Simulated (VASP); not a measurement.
# Fe in VASP: notebook

The runs below take Fe through relaxation of cell and atoms, single point, with PBE.

All numbers are computed with VASP 6.6.1; they aren't measurements. Logs are shortened: lines on timing, memory, paths and dates and some standing lists are left out, and cuts for length are marked.

### 1 The cell of the first run

It takes space group Fm-3m (No. 225, cubic). Conventional cell: a = 3.656 Å, b = 3.656 Å, c = 3.656 Å, α = 90.00°, β = 90.00°, γ = 90.00°. Fe (site symmetry m-3m) has 12 Fe at 2.58 Å within 3.4 Å.

### 2 Relaxation of cell and atoms, PBE, collinear spin, ferromagnetic start

The input, INCAR:

```
PREC = Accurate
ENCUT = 600
EDIFF = 1E-7
ISMEAR = 0
SIGMA = 0.1
LREAL = False
LASPH = True
NELM = 150
ALGO = Normal
ISIF = 3
LWAVE = False
LCHARG = False
ISPIN = 2
MAGMOM = 3.01
LORBIT = 11
LMAXMIX = 4
GGA = PE
IBRION = 2
NSW = 100
EDIFFG = -0.01
```

The input, KPOINTS:

```
Automatic mesh
0
Gamma
  26 26 26
```

The input, POSCAR:

```
Fe
1.0
    0.0000000000      1.8277755852      1.8277755852
    1.8277755852      0.0000000000      1.8277755852
    1.8277755852      1.8277755852      0.0000000000
Fe
1
Direct
    0.0000000000      0.0000000000      0.0000000000
```

Potentials or basis: VASP PAW PBE potentials, release 64 (Fe).

Command:

```
cat potpaw_PBE.64/Fe/POTCAR > POTCAR
mpirun -np 1 vasp_std > vasp.out
```

OUTCAR:

```text
PREC = Accurate
   ENCUT = 600
   EDIFF = 1E-7
   ISMEAR = 0
   LREAL = False
   LASPH = True
   NELM = 150
   ISIF = 3
   ISPIN = 2
   LORBIT = 11
   GGA = PE
   IBRION = 2
   NSW = 100
   EDIFFG = -0.01

 ion  position               nearest neighbor table
   1  0.000  0.000  0.000-

  LATTYP: Found a face centered cubic cell.
 ALAT       =     3.6555511704

  Lattice vectors:

 A1 = (   0.0000000000,   1.8277755852,   1.8277755852)
 A2 = (   1.8277755852,   0.0000000000,   1.8277755852)
 A3 = (   1.8277755852,   1.8277755852,   0.0000000000)

Analysis of symmetry for initial positions (statically):
=====================================================================
 Subroutine PRICEL returns:
 Original cell was already a primitive cell.

 Routine SETGRP: Setting up the symmetry group for a
 face centered cubic supercell.

 Subroutine GETGRP returns: Found 48 space group operations
 (whereof 48 operations were pure point group operations)
 out of a pool of 48 trial point group operations.

The static configuration has the point symmetry O_h .

Analysis of symmetry for dynamics (positions and initial velocities):
=====================================================================
 Subroutine PRICEL returns:
 Original cell was already a primitive cell.

 Routine SETGRP: Setting up the symmetry group for a
 face centered cubic supercell.

 Subroutine GETGRP returns: Found 48 space group operations
 (whereof 48 operations were pure point group operations)
 out of a pool of 48 trial point group operations.

The dynamic configuration has the point symmetry O_h .

Analysis of structural, dynamic, and magnetic symmetry:
=====================================================================
 Subroutine PRICEL returns:
 Original cell was already a primitive cell.

 Routine SETGRP: Setting up the symmetry group for a
 face centered cubic supercell.

 Subroutine GETGRP returns: Found 48 space group operations
 (whereof 48 operations were pure point group operations)
 out of a pool of 48 trial point group operations.

The overall configuration has the point symmetry O_h .

 Subroutine INISYM returns: Found 48 space group operations
 (whereof 48 operations are pure point group operations),
 and found     1 'primitive' translations

----------------------------------------------------------------------------------------

                                     Primitive cell

  volume of cell :      12.2123

  direct lattice vectors                    reciprocal lattice vectors
     0.000000000  1.827775585  1.827775585    -0.273556559  0.273556559  0.273556559
     1.827775585  0.000000000  1.827775585     0.273556559 -0.273556559  0.273556559
     1.827775585  1.827775585  0.000000000     0.273556559  0.273556559 -0.273556559

  length of vectors
     2.584865022  2.584865022  2.584865022     0.473813859  0.473813859  0.473813859

  position of ions in fractional coordinates (direct lattice)
     0.000000000  0.000000000  0.000000000

  ion indices of the primitive-cell ions
   primitive index   ion index
                 1           1

----------------------------------------------------------------------------------------

 KPOINTS: Automatic mesh

Automatic generation of k-mesh.
 Grid dimensions read from file:
 generate k-points for:   26   26   26

 Generating k-lattice:

  Cartesian coordinates                     Fractional coordinates (reciprocal lattice)
    -0.010521406  0.010521406  0.010521406     0.038461538  0.000000000  0.000000000
     0.010521406 -0.010521406  0.010521406     0.000000000  0.038461538  0.000000000
     0.010521406  0.010521406 -0.010521406     0.000000000  0.000000000  0.038461538

  Length of vectors
     0.018223610  0.018223610  0.018223610

  Shift w.r.t. Gamma in fractional coordinates (k-lattice)
     0.000000000  0.000000000  0.000000000

 Subroutine IBZKPT returns following result:
 ===========================================

 Found    511 irreducible k-points:

 Following reciprocal coordinates:
            Coordinates               Weight
  0.000000  0.000000  0.000000      1.000000
  0.038462  0.000000  0.000000      8.000000
  0.076923  0.000000  0.000000      8.000000
  0.115385  0.000000  0.000000      8.000000
  0.153846  0.000000  0.000000      8.000000
  0.192308  0.000000  0.000000      8.000000
[... 16 lines left out ...]
  0.346154  0.038462  0.000000     24.000000
  0.384615  0.038462  0.000000     24.000000
 [... further k-points ...]
   k-points           NKPTS =    511   k-points in BZ     NKDIM =    511   number of bands    NBANDS=     10
   number of dos      NEDOS =    301   number of ions     NIONS =      1
   total plane-waves  NPLWV =  13824
   dimension x,y,z NGX =    24 NGY =   24 NGZ =   24
   dimension x,y,z NGXF=    48 NGYF=   48 NGZF=   48
   ions per type =               1
   NGX,Y,Z   is equivalent  to a cutoff of  15.44, 15.44, 15.44 a.u.
   NGXF,Y,Z  is equivalent  to a cutoff of  30.87, 30.87, 30.87 a.u.
 SYSTEM =  unknown system
   PREC   = accura    normal or accurate (medium, high low for compatibility)
   ISTART =      0    job   : 0-new  1-cont  2-samecut
   ICHARG =      2    charge: 1-file 2-atom 10-const
   ISPIN  =      2    spin polarized calculation?
   LNONCOLLINEAR =      F non collinear calculations
   LSORBIT =      F    spin-orbit coupling
   LASPH  =      T    aspherical Exc in radial PAW
   ENCUT  =  600.0 eV  44.10 Ry    6.64 a.u.   5.16  5.16  5.16*2*pi/ulx,y,z
   NELM   =    150;   NELMIN=  2; NELMDL= -5     # of ELM steps
   EDIFF  = 0.1E-06   stopping-criterion for ELM
   LREAL  =      F    real-space projection
   EDIFFG = -.1E-01   stopping-criterion for IOM
   NSW    =    100    number of steps for IOM
   IBRION =      2    ionic relax: 0-MD 1-quasi-New 2-CG
   NFREE  =      1    steps in history (QN), initial steepest desc. (CG)
   ISIF   =      3    stress and relaxation
   ISYM   =      2    0-nonsym 1-usesym 2-fastsym
   POTIM  = 0.5000    time-step for ionic-motion
   TEBEG  =    0.0;   TEEND  =   0.0 temperature during run
   PSTRESS=    0.0 pullay stress
   NELECT =       8.0000    total number of electrons
   NUPDOWN=      -1.0000    fix difference up-down
   EMIN   =  10.00;   EMAX   =-10.00  energy-range for DOS
   EFERMI =   0.00;   METHOD = LEGACY
   ISMEAR =     0;   SIGMA  =   0.10  broadening in eV -4-tet -1-fermi 0-gaus
   EFERMI_NEDOS =   21; number of points for ismear=-14 and -15
   IALGO  =     38    algorithm
   IMIX   =      4    mixing-type and parameters
     AMIX     =   0.40;   BMIX     =  1.00
     AMIX_MAG =   1.60;   BMIX_MAG =  1.00
  volume/ion in A,a.u.               =      12.21        82.41
  Fermi-wavevector in a.u.,A,eV,Ry     =   1.421800  2.686813 27.504399  2.021516
  Thomas-Fermi vector in A             =   2.542572
   LORBIT       =     11    0 simple, 1 ext, 2 COOP (PROOUT), +10 PAW based schemes
   GGA     = PE    functional components
   LHFCALC =     F    Hartree Fock is set to
   AEXX    =    0.0000 exact exchange contribution
   IVDW    =     0    specifies the selected vdW correction
   LEPSILON=     F    determine dielectric tensor
   LRPA    =     F    only Hartree local field effects (RPA)
 conjugate gradient relaxation of ions
 spin polarized calculation
 Gauss-broadening in eV      SIGMA  =   0.10
  energy-cutoff  :      600.00
  volume of cell :       12.21
 maximum number of plane-waves:       423
 NGX is ok and might be reduce to    24

--------------------------------------- Ionic step        1  -------------------------------------------

 number of electron       8.0000000 magnetization       2.5888880

 Free energy of the ion-electron system (eV)
  ---------------------------------------------------
  ext. energy  EPLUGINS =         0.00000000
  ---------------------------------------------------
  free energy    TOTEN  =        -8.08579976 eV

  energy without entropy =       -8.08003453  energy(sigma->0) =       -8.08291714

------------------------ aborting loop because EDIFF is reached ----------------------------------------

  FORCE on cell =-STRESS in cart. coord.  units (eV):
  Direction    XX          YY          ZZ          XY          YZ          ZX
  --------------------------------------------------------------------------------------
  -------------------------------------------------------------------------------------
  Total       -0.2253863     -0.2253863     -0.2253863      0.0000000      0.0000000     -0.0000000
  in kB      -29.5691914    -29.5691914    -29.5691914      0.0000000      0.0000000     -0.0000000
  external PRESSURE =     -29.5691914 kB  Pullay stress =       0.0000000 kB
[... 55 lines left out ...]
  energy  without entropy=       -8.0810841911  energy(sigma->0) =       -8.08379741

--------------------------------------- Ionic step        3  -------------------------------------------

 number of electron       8.0000001 magnetization       2.5686885

 Free energy of the ion-electron system (eV)
  ---------------------------------------------------
  ext. energy  EPLUGINS =         0.00000000
  ---------------------------------------------------
  free energy    TOTEN  =        -8.08791718 eV

  energy without entropy =       -8.08243027  energy(sigma->0) =       -8.08517373

 E-fermi :   5.5093     XC(G=0): -12.7995

 val. band max:        5.5069934931   @ k =  -0.4615   0.3462   0.0385
 cond. band min:       5.5119670751   @ k =   0.3462   0.1923   0.0385
 fundamental gap:      0.0049735821
 Fermi energy:         5.5093314414

 spin component 1

 k-point     1 :       0.0000    0.0000    0.0000
  band No.  band energies     occupation
      1      -2.8689      1.00000
      2       3.0737      1.00000
      3       3.0737      1.00000
      4       3.0737      1.00000
      5       4.0517      1.00000
      6       4.0517      1.00000
      7      27.3193      0.00000
      8      31.3701      0.00000
      9      31.3701      0.00000
     10      31.3701      0.00000
[... 287 lines left out ...]
 k-point    24 :       0.3846    0.0385    0.0000
  band No.  band energies     occupation
      1       0.4682      1.00000
      2       2.9867      1.00000
      3       3.0523      1.00000
      4       3.5959      1.00000
      5       4.7891      1.00000
      6       4.8123      1.00000
      7      14.4561      0.00000
      8      26.2344      0.00000
      9      28.0610      0.00000
     10      29.8068      0.00000

 [... further k-points ...]

 spin component 2

 k-point     1 :       0.0000    0.0000    0.0000
  band No.  band energies     occupation
      1      -2.6335      1.00000
      2       5.4190      0.89931
      3       5.4191      0.89916
      4       5.4191      0.89915
      5       7.0221      0.00000
      6       7.0222      0.00000
      7      26.9402      0.00000
      8      31.7542      0.00000
      9      31.7542      0.00000
     10      31.7542      0.00000
[... 327 lines left out ...]
  FREE ENERGIE OF THE ION-ELECTRON SYSTEM (eV)
  ---------------------------------------------------
  free  energy   TOTEN  =        -8.0879171823 eV

  energy  without entropy=       -8.0824302696  energy(sigma->0) =       -8.08517373

 reached required accuracy - stopping structural energy minimisation

 total charge

# of ion       s       p       d       tot
------------------------------------------
    1        0.474   0.502   6.187   7.163

 magnetization (x)

# of ion       s       p       d       tot
------------------------------------------
    1       -0.017  -0.051   2.636   2.567
```

Run time: 8.1 min. Hardware: 1 thread of Intel Xeon 8259CL, shared host; peak memory 0.27 GiB.

What came out:

```yaml
Free_energy: -8.0879 eV
Relaxed_volume: 11.99 Å³/atom
Relaxed_cell: a = 2.569 Å, b = 2.569 Å, c = 2.569 Å, α = 60.00°, β = 60.00°, γ = 60.00°
Space_group_after_relaxing_to_0.05_Å: Fm-3m (No. 225)
Energy_gained_by_relaxing: 2.1 meV/atom
Ionic_steps: 3
Pressure_after_relaxing: 0.0 GPa
Net_moment: 2.57 μB per cell
Site_moments: Fe +2.57 μB
Valence_electrons_inside_the_program's_atomic_spheres: Fe 7.16
```

Step by step:
```
step  energy change (eV)  largest force (eV/Å)  pressure (GPa)  volume (Å³)
   1              0.0000                0.0000           -2.96        12.21
   2             -0.0007                0.0000            2.68        11.82
   3             -0.0021                0.0000            0.02        11.99
```

Final structure:
```xyz
1
Lattice="0.0000 1.8166 1.8166 1.8166 0.0000 1.8166 1.8166 1.8166 0.0000" Properties=species:S:1:pos:R:3 pbc="T T T"
Fe    0.0000    0.0000    0.0000
```

### 3 Single point, PBE, collinear spin, ferrimagnetic start

This run uses another cell than the first one: it holds 3 atoms, not 1.

The input, INCAR:

```
SYSTEM = Fe
ALGO = Normal
EDIFF = 1E-7
ENCUT = 520
GGA = PE
ISIF = 2
ISMEAR = 0
ISPIN = 2
LASPH = .TRUE.
LCHARG = .TRUE.
LELF = .TRUE.
LMAXMIX = 4
LORBIT = 11
LREAL = .FALSE.
LVHAR = .TRUE.
LWAVE = .FALSE.
MAGMOM = -1.77 -1.77 1.97
NBANDS = 23
NELM = 150
PREC = Accurate
SIGMA = 0.1
```

The input, KPOINTS:

```
k-points
0
G
  8 8 8
  0 0 0
```

The input, POSCAR:

```
Fe
1.0
   -1.2089028597      1.8021806506      3.7229482080
    1.2089028597     -1.8021806506      3.7229482080
    1.2089028597      1.8021806506     -3.7229482080
Fe
3
Direct
    0.8340023653      0.8340023653      0.0000000000
    0.1659976347      0.1659976347      0.0000000000
    0.5000000000      0.5000000000      0.0000000000
```

Potentials or basis: VASP PAW PBE potentials, release 64 (Fe).

Command:

```
cat potpaw_PBE.64/Fe/POTCAR > POTCAR
mpirun -np 1 vasp_std > vasp.out
```

OUTCAR:

```text
SYSTEM = Fe
   EDIFF = 1E-7
   ENCUT = 520
   GGA = PE
   ISIF = 2
   ISMEAR = 0
   ISPIN = 2
   LASPH = .TRUE.
   LORBIT = 11
   LREAL = .FALSE.
   NELM = 150
   PREC = Accurate

 ion  position               nearest neighbor table
   1  0.834  0.834  0.000-   2 2.47   3 2.49   3 2.50   3 2.50   3 2.50   3 2.50   2 2.50   2 2.50
                             2 2.50   2 2.50
   2  0.166  0.166  0.000-   1 2.47   3 2.49   3 2.50   3 2.50   3 2.50   3 2.50   1 2.50   1 2.50
                             1 2.50   1 2.50
   3  0.500  0.500  0.000-   1 2.49   2 2.49   2 2.50   2 2.50   2 2.50   1 2.50   1 2.50   1 2.50
                             2 2.50   1 2.50

  LATTYP: Found a body centered orthorhombic cell.
[... 1476 lines left out ...]
  volume of cell :       32.44
      direct lattice vectors                 reciprocal lattice vectors
    -1.208902860  1.802180651  3.722948208     0.000000000  0.277441665  0.134302164
     1.208902860 -1.802180651  3.722948208     0.413598161  0.000000000  0.134302164
     1.208902860  1.802180651 -3.722948208     0.413598161  0.277441665  0.000000000

 POSITION                                       TOTAL-FORCE (eV/Angst)
 -----------------------------------------------------------------------------------
      0.00000      0.00000      6.20990        -0.000000     -0.000000     -0.004880
      0.00000      0.00000      1.23600         0.000000      0.000000      0.004880
      0.00000      0.00000      3.72295         0.000000     -0.000000     -0.000000
 -----------------------------------------------------------------------------------
    total drift:                                0.000000      0.000000      0.000000

  FREE ENERGIE OF THE ION-ELECTRON SYSTEM (eV)
  ---------------------------------------------------
  free  energy   TOTEN  =       -24.3623714664 eV

  energy  without entropy=      -24.3405753659  energy(sigma->0) =      -24.35147342

 total charge

# of ion       s       p       d       tot
------------------------------------------
    1        0.516   0.586   6.276   7.377
    2        0.516   0.586   6.276   7.377
    3        0.515   0.595   6.246   7.356
--------------------------------------------------
tot          1.547   1.766  18.797  22.110

 magnetization (x)

# of ion       s       p       d       tot
------------------------------------------
    1       -0.007  -0.001  -1.550  -1.558
    2       -0.007  -0.001  -1.550  -1.558
    3        0.024   0.035   1.648   1.707
--------------------------------------------------
tot          0.010   0.033  -1.452  -1.409
```

stdout:

```text
POSCAR found type information on POSCAR Fe
 POSCAR found :  1 types and       3 ions
 scaLAPACK will be used
 LDA part: xc-table for (Slater+PW92), standard interpolation
 POSCAR, INCAR and KPOINTS ok, starting setup
 FFT: planning ... GRIDC
 FFT: planning ... GRID_SOFT
 FFT: planning ... GRID
 WAVECAR not read
 entering main loop
```

Wall time 4.2 min (1 thread of Intel Xeon Platinum 8488C (Sapphire Rapids), shared host); peak memory 0.26 GiB.

What came out:

```
Free energy                                           : -24.3624 eV
Pressure                                              : 0.0 GPa
Largest force                                         : 0.005 eV/Å
Net moment                                            : -1.42 μB per cell
Site moments                                          : Fe -1.56, +1.71 μB
Valence electrons inside the program's atomic spheres : Fe 7.38, 7.36
```

Forces on the atoms (eV/Å):
```
Fe   0.000  0.000 -0.005
Fe   0.000  0.000  0.005
Fe   0.000  0.000  0.000
```

Caveat: the k points lie up to 0.39 Å⁻¹ apart.
